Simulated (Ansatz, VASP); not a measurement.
**Two plane-wave programs on PbS2**

```xyz
3
Lattice="1.9099 1.1027 5.8974 -1.9099 1.1027 5.8974 0.0000 -2.2053 5.8974" Properties=species:S:1:pos:R:3 pbc="T T T"
Pb    0.0000    0.0000    0.0000
S     0.0000    0.0000    4.3743
S     0.0000    0.0000   13.3179
```

Alike in both runs: task single point; functional PBE; k mesh 6 × 6 × 6; occupations fermi-dirac, width 0.02 eV; no spin polarisation.

|  | VASP | Ansatz |
| --- | --- | --- |
| version | VASP 6.6.1 | Ansatz 0.2.0 |
| potentials or method | VASP PAW PBE potentials, release 64 (Pb_d, S) | plane waves, PAW |
| plane-wave cutoff (eV) | 520 | 420 |
| valence electrons in the cell | 26 | 26 |

|  | VASP | Ansatz | Ansatz less VASP |
| --- | --- | --- | --- |
| pressure (GPa) | 2.7 | 2.9 | +0.10 |
| traceless stress, the component that is largest in VASP (GPa) | -0.20 | -0.22 | -0.027 |
| rms of the force components (eV/Å) | 0.086 | 0.088 | +0.0018 |

Atom by atom the forces differ by 0.002 eV/Å (rms over components). With one functional, cell and mesh, what is left measures potentials, basis and numerics.

Spin-orbit coupling is off throughout.
